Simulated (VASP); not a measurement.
# BeBC4 (P4/mmm) in VASP: further runs

The runs below take BeBC4 through single point, relaxation of cell and atoms, with PBE.

Program: VASP 6.6.1. These are calculated values, not measurements. Logs are shortened: lines on timing, memory, paths and dates and some standing lists are left out, and cuts for length are marked.

## 1. The cell of the first run

It takes space group P4/mmm (No. 123, tetragonal). Conventional cell: a = 3.205 Å, b = 3.205 Å, c = 3.748 Å, α = 90.00°, β = 90.00°, γ = 90.00°. Within 2.6 Å of Be (site symmetry 4/mmm) lie 8 C at 1.98 Å and 4 B at 2.27 Å. Within 2.6 Å of B (site symmetry 4/mmm) lie 8 C at 1.98 Å and 4 Be at 2.27 Å. Within 1.9 Å of C (site symmetry 2mm) lie 1 C at 1.43 Å.

The cell was generated, and may not be a known phase.

## 2. Single point, PBE

Input file INCAR:

```
PREC     = Accurate       # precision mode
ENCUT    = 520            # plane-wave cutoff, eV
EDIFF    = 1E-6           # SCF threshold, eV
ISMEAR   = 0              # smearing method
SIGMA    = 0.1            # smearing width, eV
LREAL    = False          # projectors in reciprocal space
LASPH    = True           # aspherical terms in the spheres
NELM     = 80             # most SCF steps
ALGO     = Normal         # electronic algorithm
ISIF     = 2              # what is computed and relaxed
LWAVE    = False          # write WAVECAR
LCHARG   = True           # write CHGCAR
GGA      = PE             # functional
LELF     = True           # ELF
LVHAR    = True         
NBANDS   = 20             # bands
```

Input file KPOINTS:

```
regular mesh
0
Gamma
  6 6 4
```

Input file POSCAR:

```
BeBC4
1.0
    3.2046535156      0.0000000000      0.0000000000
    0.0000000000      3.2046535156      0.0000000000
    0.0000000000      0.0000000000      3.7479099967
Be B C
1 1 4
Direct
    0.0000000000      0.0000000000      0.5000000000
    0.5000000000      0.5000000000      0.5000000000
    0.0000000000      0.5000000000      0.1909868535
    0.5000000000      0.0000000000      0.1909868535
    0.0000000000      0.5000000000      0.8090131465
    0.5000000000      0.0000000000      0.8090131465
```

Potentials or basis: VASP PAW PBE potentials, release 64 (Be, B, C).

On the command line:

```sh
$ cat potpaw_PBE.64/Be/POTCAR potpaw_PBE.64/B/POTCAR potpaw_PBE.64/C/POTCAR > POTCAR
$ mpirun -np 1 vasp_std > vasp.out
```

OUTCAR:

```text
PREC = Accurate
   ENCUT = 520
   EDIFF = 1E-6
   ISMEAR = 0
   LREAL = False
   LASPH = True
   NELM = 80
   ISIF = 2
   GGA = PE

 ion  position               nearest neighbor table
   1  0.000  0.000  0.500-   3 1.98   4 1.98   5 1.98   6 1.98   3 1.98   5 1.98   4 1.98   6 1.98
                             2 2.27   2 2.27   2 2.27   2 2.27
   2  0.500  0.500  0.500-   3 1.98   4 1.98   5 1.98   6 1.98   4 1.98   6 1.98   3 1.98   5 1.98
                             1 2.27   1 2.27   1 2.27   1 2.27
   3  0.000  0.500  0.191-   5 1.43   2 1.98   1 1.98   1 1.98   2 1.98
   4  0.500  0.000  0.191-   6 1.43   2 1.98   1 1.98   2 1.98   1 1.98
   5  0.000  0.500  0.809-   3 1.43   2 1.98   1 1.98   1 1.98   2 1.98
   6  0.500  0.000  0.809-   4 1.43   2 1.98   1 1.98   2 1.98   1 1.98

  LATTYP: Found a simple tetragonal cell.
 ALAT       =     3.2046535156
 C/A-ratio  =     1.1695211287

  Lattice vectors:

 A1 = (   3.2046535156,   0.0000000000,   0.0000000000)
 A2 = (   0.0000000000,   3.2046535156,   0.0000000000)
 A3 = (   0.0000000000,   0.0000000000,   3.7479099967)

Analysis of symmetry for initial positions (statically):
=====================================================================
 Subroutine PRICEL returns:
 Original cell was already a primitive cell.

 Routine SETGRP: Setting up the symmetry group for a
 simple tetragonal supercell.

 Subroutine GETGRP returns: Found 16 space group operations
 (whereof 16 operations were pure point group operations)
 out of a pool of 16 trial point group operations.

The static configuration has the point symmetry D_4h.

Analysis of symmetry for dynamics (positions and initial velocities):
=====================================================================
 Subroutine PRICEL returns:
 Original cell was already a primitive cell.

 Routine SETGRP: Setting up the symmetry group for a
 simple tetragonal supercell.

 Subroutine GETGRP returns: Found 16 space group operations
 (whereof 16 operations were pure point group operations)
 out of a pool of 16 trial point group operations.

The dynamic configuration has the point symmetry D_4h.

 Subroutine INISYM returns: Found 16 space group operations
 (whereof 16 operations are pure point group operations),
 and found     1 'primitive' translations

----------------------------------------------------------------------------------------

                                     Primitive cell

  volume of cell :      38.4903

  direct lattice vectors                    reciprocal lattice vectors
     3.204653516  0.000000000  0.000000000     0.312046215  0.000000000  0.000000000
     0.000000000  3.204653516  0.000000000     0.000000000  0.312046215  0.000000000
     0.000000000  0.000000000  3.747909997     0.000000000  0.000000000  0.266815372

  length of vectors
     3.204653516  3.204653516  3.747909997     0.312046215  0.312046215  0.266815372

  position of ions in fractional coordinates (direct lattice)
     0.000000000  0.000000000  0.500000000
     0.500000000  0.500000000  0.500000000
     0.000000000  0.500000000  0.190986854
     0.500000000  0.000000000  0.190986854
     0.000000000  0.500000000  0.809013146
     0.500000000  0.000000000  0.809013146

  ion indices of the primitive-cell ions
   primitive index   ion index
                 1           1
                 2           2
                 3           3
                 4           4
                 5           5
                 6           6

----------------------------------------------------------------------------------------

 KPOINTS: regular mesh

Automatic generation of k-mesh.
 Grid dimensions read from file:
 generate k-points for:    6    6    4

 Generating k-lattice:

  Cartesian coordinates                     Fractional coordinates (reciprocal lattice)
     0.052007703  0.000000000  0.000000000     0.166666667  0.000000000  0.000000000
     0.000000000  0.052007703  0.000000000     0.000000000  0.166666667  0.000000000
     0.000000000  0.000000000  0.066703843     0.000000000  0.000000000  0.250000000

  Length of vectors
     0.052007703  0.052007703  0.066703843

  Shift w.r.t. Gamma in fractional coordinates (k-lattice)
     0.000000000  0.000000000  0.000000000

 Subroutine IBZKPT returns following result:
 ===========================================

 Found     30 irreducible k-points:

 Following reciprocal coordinates:
            Coordinates               Weight
  0.000000  0.000000  0.000000      1.000000
  0.166667  0.000000  0.000000      4.000000
  0.333333  0.000000  0.000000      4.000000
  0.500000  0.000000  0.000000      2.000000
  0.166667  0.166667  0.000000      4.000000
  0.333333  0.166667  0.000000      8.000000
[... 16 lines left out ...]
  0.333333  0.000000  0.500000      4.000000
  0.500000  0.000000  0.500000      2.000000
 [... further k-points ...]
   k-points           NKPTS =     30   k-points in BZ     NKDIM =     30   number of bands    NBANDS=     20
   number of dos      NEDOS =    301   number of ions     NIONS =      6
   total plane-waves  NPLWV =  16128
   dimension x,y,z NGX =    24 NGY =   24 NGZ =   28
   dimension x,y,z NGXF=    48 NGYF=   48 NGZF=   56
   ions per type =               1   1   4
   NGX,Y,Z   is equivalent  to a cutoff of  12.45, 12.45, 12.42 a.u.
   NGXF,Y,Z  is equivalent  to a cutoff of  24.90, 24.90, 24.84 a.u.
 SYSTEM =  unknown system
   PREC   = accura    normal or accurate (medium, high low for compatibility)
   ISTART =      0    job   : 0-new  1-cont  2-samecut
   ICHARG =      2    charge: 1-file 2-atom 10-const
   ISPIN  =      1    spin polarized calculation?
   LNONCOLLINEAR =      F non collinear calculations
   LSORBIT =      F    spin-orbit coupling
   LASPH  =      T    aspherical Exc in radial PAW
   ENCUT  =  520.0 eV  38.22 Ry    6.18 a.u.   5.96  5.96  6.97*2*pi/ulx,y,z
   NELM   =     80;   NELMIN=  2; NELMDL= -5     # of ELM steps
   EDIFF  = 0.1E-05   stopping-criterion for ELM
   LREAL  =      F    real-space projection
   EDIFFG = 0.1E-04   stopping-criterion for IOM
   NSW    =      0    number of steps for IOM
   IBRION =     -1    ionic relax: 0-MD 1-quasi-New 2-CG
   NFREE  =      0    steps in history (QN), initial steepest desc. (CG)
   ISIF   =      2    stress and relaxation
   ISYM   =      2    0-nonsym 1-usesym 2-fastsym
   POTIM  = 0.5000    time-step for ionic-motion
   TEBEG  =    0.0;   TEEND  =   0.0 temperature during run
   PSTRESS=    0.0 pullay stress
   NELECT =      21.0000    total number of electrons
   NUPDOWN=      -1.0000    fix difference up-down
   EMIN   =  10.00;   EMAX   =-10.00  energy-range for DOS
   EFERMI =   0.00;   METHOD = LEGACY
   ISMEAR =     0;   SIGMA  =   0.10  broadening in eV -4-tet -1-fermi 0-gaus
   EFERMI_NEDOS =   21; number of points for ismear=-14 and -15
   IALGO  =     38    algorithm
   IMIX   =      4    mixing-type and parameters
     AMIX     =   0.40;   BMIX     =  1.00
     AMIX_MAG =   1.60;   BMIX_MAG =  1.00
  volume/ion in A,a.u.               =       6.42        43.29
  Fermi-wavevector in a.u.,A,eV,Ry     =   1.337717  2.527918 24.347436  1.789486
  Thomas-Fermi vector in A             =   2.466244
   LORBIT       =      0    0 simple, 1 ext, 2 COOP (PROOUT), +10 PAW based schemes
   GGA     = PE    functional components
   LHFCALC =     F    Hartree Fock is set to
   AEXX    =    0.0000 exact exchange contribution
   IVDW    =     0    specifies the selected vdW correction
   LEPSILON=     F    determine dielectric tensor
   LRPA    =     F    only Hartree local field effects (RPA)
 non-spin polarized calculation
 Gauss-broadening in eV      SIGMA  =   0.10
  energy-cutoff  :      520.00
  volume of cell :       38.49
 maximum number of plane-waves:      1072
 NGX is ok and might be reduce to    24
   NGX = 11   NGY = 11   NGZ = 13

 number of electron      21.0000000 magnetization

 Free energy of the ion-electron system (eV)
  ---------------------------------------------------
  ext. energy  EPLUGINS =         0.00000000
  ---------------------------------------------------
  free energy    TOTEN  =       -35.69253770 eV

  energy without entropy =      -35.68718893  energy(sigma->0) =      -35.68986331

 E-fermi :   9.0601     XC(G=0): -12.6163

 val. band max:        9.0288167494   @ k =   0.0000   0.0000   0.2500
 cond. band min:       9.1194639397   @ k =   0.0000   0.0000   0.0000
 fundamental gap:      0.0906471903
 Fermi energy:         9.0601098580

 k-point     1 :       0.0000    0.0000    0.0000
  band No.  band energies     occupation
      1     -10.3772      2.00000
      2      -2.3829      2.00000
      3      -2.1881      2.00000
      4      -2.0312      2.00000
      5       0.7424      2.00000
      6       0.7424      2.00000
[... 12 lines left out ...]
     19      19.7804      0.00000
     20      20.8748      0.00000

 k-point     2 :       0.1667    0.0000    0.0000
  band No.  band energies     occupation
      1     -10.0703      2.00000
      2      -3.5894      2.00000
      3      -1.9698      2.00000
      4      -1.7065      2.00000
      5       1.0104      2.00000
      6       1.0865      2.00000
[... 12 lines left out ...]
     19      19.5848      0.00000
     20      19.9633      0.00000

 k-point     3 :       0.3333    0.0000    0.0000
  band No.  band energies     occupation
      1      -9.1625      2.00000
      2      -5.6988      2.00000
      3      -1.3459      2.00000
      4      -0.7446      2.00000
      5       0.7024      2.00000
      6       2.0925      2.00000
[... 12 lines left out ...]
     19      18.1669      0.00000
     20      19.1011      0.00000

 k-point     4 :       0.5000    0.0000    0.0000
  band No.  band energies     occupation
      1      -7.8962      2.00000
      2      -7.4312      2.00000
      3      -0.6728      2.00000
      4       0.0230      2.00000
      5       0.5482      2.00000
      6       1.2267      2.00000
[... 429 lines left out ...]
 k-point    23 :       0.3333    0.0000    0.5000
  band No.  band energies     occupation
      1      -7.8279      2.00000
      2      -6.1380      2.00000
      3      -4.5899      2.00000
      4      -2.4369      2.00000
      5       3.4479      2.00000
      6       4.4273      2.00000
[... 12 lines left out ...]
     19      19.1079      0.00000
     20      20.9529      0.00000

 k-point    24 :       0.5000    0.0000    0.5000
  band No.  band energies     occupation
      1      -6.4621      2.00000
      2      -6.3249      2.00000
      3      -5.0661      2.00000
      4      -4.0690      2.00000
      5       3.7236      2.00000
      6       4.4884      2.00000
[... 12 lines left out ...]
     19      19.4454      0.00000
     20      20.1723      0.00000

 [... further k-points ...]

------------------------ aborting loop because EDIFF is reached ----------------------------------------

  FORCE on cell =-STRESS in cart. coord.  units (eV):
  Direction    XX          YY          ZZ          XY          YZ          ZX
  --------------------------------------------------------------------------------------
  -------------------------------------------------------------------------------------
  Total        0.0104837      0.0104837      0.1718122      0.0000000     -0.0000000      0.0000000
  in kB        0.4363881      0.4363881      7.1517642      0.0000000     -0.0000000      0.0000000
  external PRESSURE =       2.6748468 kB  Pullay stress =       0.0000000 kB

 VOLUME and BASIS-vectors are now :
 -----------------------------------------------------------------------------
  energy-cutoff  :      520.00
  volume of cell :       38.49
      direct lattice vectors                 reciprocal lattice vectors
     3.204653516  0.000000000  0.000000000     0.312046215  0.000000000  0.000000000
     0.000000000  3.204653516  0.000000000     0.000000000  0.312046215  0.000000000
     0.000000000  0.000000000  3.747909997     0.000000000  0.000000000  0.266815372

 POSITION                                       TOTAL-FORCE (eV/Angst)
 -----------------------------------------------------------------------------------
      0.00000      0.00000      1.87395        -0.000000     -0.000000     -0.000000
      1.60233      1.60233      1.87395        -0.000000     -0.000000     -0.000000
      0.00000      1.60233      0.71580         0.000000     -0.000000      0.063112
      1.60233      0.00000      0.71580        -0.000000      0.000000      0.063112
      0.00000      1.60233      3.03211        -0.000000     -0.000000     -0.063112
      1.60233      0.00000      3.03211        -0.000000      0.000000     -0.063112
 -----------------------------------------------------------------------------------
    total drift:                                0.000000      0.000000      0.000000

  FREE ENERGIE OF THE ION-ELECTRON SYSTEM (eV)
  ---------------------------------------------------
  free  energy   TOTEN  =       -35.6925376973 eV

  energy  without entropy=      -35.6871889304  energy(sigma->0) =      -35.68986331
```

It took 20 s on 1 thread of Intel Xeon Platinum 8259CL at 2.50GHz (Skylake/Cascade Lake), shared host; peak memory 0.15 GiB.

Results:

```
Free energy            : -35.6925 eV
Pressure               : 0.3 GPa
Largest force          : 0.063 eV/Å
Band gap on the k mesh : zero (an odd number of electrons rules out a gap without spin polarisation)
```

Forces on the atoms (eV/Å):
```
Be   0.000  0.000  0.000
B    0.000  0.000  0.000
C    0.000  0.000  0.063
C    0.000  0.000  0.063
C    0.000  0.000 -0.063
C    0.000  0.000 -0.063
```

Levels at points of the mesh, in eV from the Fermi level:
```
           k point  band 8  band 9  band 10  band 11  band 12  band 13
(0.00, 0.00, 0.00)   -1.49   -0.41    -0.41     0.06     0.06     0.93
(0.50, 0.00, 0.00)   -4.79   -3.68    -3.26     2.09     2.16     2.36
(0.50, 0.50, 0.00)   -5.69   -5.60    -4.16     0.58     2.42     2.54
(0.00, 0.00, 0.50)   -5.89   -4.92     1.21     1.55     1.55     1.85
(0.50, 0.00, 0.50)   -3.17   -3.03    -1.77    -1.37     0.11     0.12
(0.50, 0.50, 0.50)   -6.53   -1.28    -1.28     3.00     3.07     6.53
```

Caveat: the k points lie up to 0.42 Å⁻¹ apart, too coarse for converged energies and pressures of a metal; an odd number of electrons without spin polarisation forces a metal; a magnetic or distorted state may lie lower.

## 3. Relaxation of cell and atoms, PBE

This run uses another cell than the first one, of 9.70 Å³/atom.

Input file INCAR:

```
SYSTEM = BeBC4
PREC     = Accurate       ! precision mode
ENCUT    = 600            ! plane-wave cutoff, eV
EDIFF    = 1E-6           ! SCF threshold, eV
ISMEAR   = 0              ! smearing method
SIGMA    = 0.1            ! smearing width, eV
LREAL    = .FALSE.        ! projectors in reciprocal space
LASPH    = .TRUE.         ! aspherical terms in the spheres
NELM     = 80             ! most SCF steps
ALGO     = Normal         ! electronic algorithm
ISIF     = 3              ! what is computed and relaxed
LWAVE    = .FALSE.        ! write WAVECAR
LCHARG   = .FALSE.        ! write CHGCAR
GGA      = PE             ! functional
IBRION   = 2              ! ionic algorithm
NSW      = 90             ! ionic steps
EDIFFG   = -0.04          ! ionic threshold
```

Input file KPOINTS:

```
regular mesh
0
G
  6 6 4
  0 0 0
```

Input file POSCAR:

```
BeBC4
1.0
    3.3719802300      0.0000000000      0.0000000000
    0.0000000000      3.3719802300      0.0000000000
    0.0000000000      0.0000000000      5.1165209100
Be B C
1 1 4
Direct
    0.0000000000      0.0000000000      0.5000000000
    0.5000000000      0.5000000000      0.5000000000
    0.0000000000      0.5000000000      0.2574069800
    0.5000000000      0.0000000000      0.2574069800
    0.0000000000      0.5000000000      0.7425930200
    0.5000000000      0.0000000000      0.7425930200
```

Potentials or basis: VASP PAW PBE potentials, release 64 (Be, B, C).

On the command line:

```sh
$ cat potpaw_PBE.64/Be/POTCAR potpaw_PBE.64/B/POTCAR potpaw_PBE.64/C/POTCAR > POTCAR
$ mpirun -np 1 vasp_std > vasp.out
```

It took 5.6 min on 1 thread of Intel Xeon Platinum 8259CL at 2.50GHz (Skylake/Cascade Lake), shared host; peak memory 0.2 GiB.

Results (log left out):

* Free energy: -36.7725 eV
* Relaxed volume: 6.41 Å³/atom
* Relaxed cell: a = 3.629 Å, b = 3.629 Å, c = 2.920 Å, α = 90.00°, β = 90.00°, γ = 90.00°
* Space group after relaxing (to 0.1 Å): P4/mmm (No. 123)
* Energy gained by relaxing: 1145.4 meV/atom
* Ionic steps: 22
* Pressure after relaxing: -0.6 GPa
* Largest force after relaxing: 0.013 eV/Å
* Band gap on the k mesh: zero (an odd number of electrons rules out a gap without spin polarisation)

Forces on the atoms (eV/Å):
```
Be   0.000  0.000  0.000
B    0.000  0.000  0.000
C    0.000  0.000  0.013
C    0.000  0.000  0.013
C    0.000  0.000 -0.013
C    0.000  0.000 -0.013
```

The path:
| step | energy change (eV) | largest force (eV/Å) | pressure (GPa) | volume (Å³) |
| --- | --- | --- | --- | --- |
| 1 | 0.0000 | 1.2561 | -25.68 | 58.18 |
| 2 | -1.4353 | 0.2415 | -0.77 | 46.03 |
| 3 | -1.4388 | 0.2637 | 0.84 | 45.61 |
| 4 | -1.7663 | 0.1549 | -0.59 | 44.71 |
| 5 | -2.3003 | 0.6198 | -4.78 | 43.42 |
| 6 | -4.0836 | 0.6195 | -4.65 | 40.32 |
| 7 | -2.8377 | 4.3751 | 125.42 | 31.90 |
| 8 | -5.0131 | 0.4404 | -5.43 | 38.70 |
| 9 | -6.5179 | 2.9497 | 20.15 | 35.53 |
| 10 | -6.4954 | 3.1018 | 25.28 | 35.26 |
| 11 | -6.7670 | 0.9975 | 8.46 | 36.68 |
| 12 | -6.7748 | 0.4108 | 10.47 | 36.42 |
| 13 | -6.7750 | 0.4992 | 10.14 | 36.46 |
| 14 | -6.8164 | 0.3108 | 5.01 | 37.14 |
| 15 | -6.8410 | 0.1964 | -0.99 | 38.09 |
| 16 | -6.8418 | 0.1350 | -2.25 | 38.31 |
| 17 | -6.8642 | 0.4412 | -2.02 | 38.58 |
| 18 | -6.8642 | 0.4704 | -2.00 | 38.59 |
| 19 | -6.8695 | 0.1603 | -0.27 | 38.51 |
| 20 | -6.8716 | 0.0543 | -0.88 | 38.54 |
| 21 | -6.8716 | 0.0618 | -0.92 | 38.54 |
| 22 | -6.8722 | 0.0128 | -0.64 | 38.47 |

Final structure:
```
Be B C
1.0
     3.62942    0.00000    0.00000
     0.00000    3.62942    0.00000
     0.00000    0.00000    2.92017
Be B C
1 1 4
Direct
  0.00000 0.00000 0.50000
  0.50000 0.50000 0.50000
  0.00000 0.50000 0.25036
  0.50000 0.00000 0.25036
  0.00000 0.50000 0.74964
  0.50000 0.00000 0.74964
```

Levels at points of the mesh, in eV from the Fermi level:
```tsv
k point	band 8	band 9	band 10	band 11	band 12	band 13
(0.00, 0.00, 0.00)	-4.69	-4.10	-2.83	3.12	3.12	3.17
(0.50, 0.00, 0.00)	-7.10	-2.53	-1.50	4.63	4.63	4.80
(0.50, 0.50, 0.00)	-2.60	-1.31	0.35	0.35	0.43	4.26
(0.00, 0.00, 0.50)	-4.33	-2.03	-2.03	-0.61	-0.18	0.64
(0.50, 0.00, 0.50)	-4.52	-4.07	-3.70	-2.39	-2.30	5.06
(0.50, 0.50, 0.50)	-7.19	0.36	0.57	1.62	1.65	4.42
```

Caveat: the volume moved by over 15 % at a fixed basis, so the end points are rough; an odd number of electrons without spin polarisation forces a metal; a magnetic or distorted state may lie lower.

The gap in the log of VASP goes by the Fermi energy; the results here count the filled bands.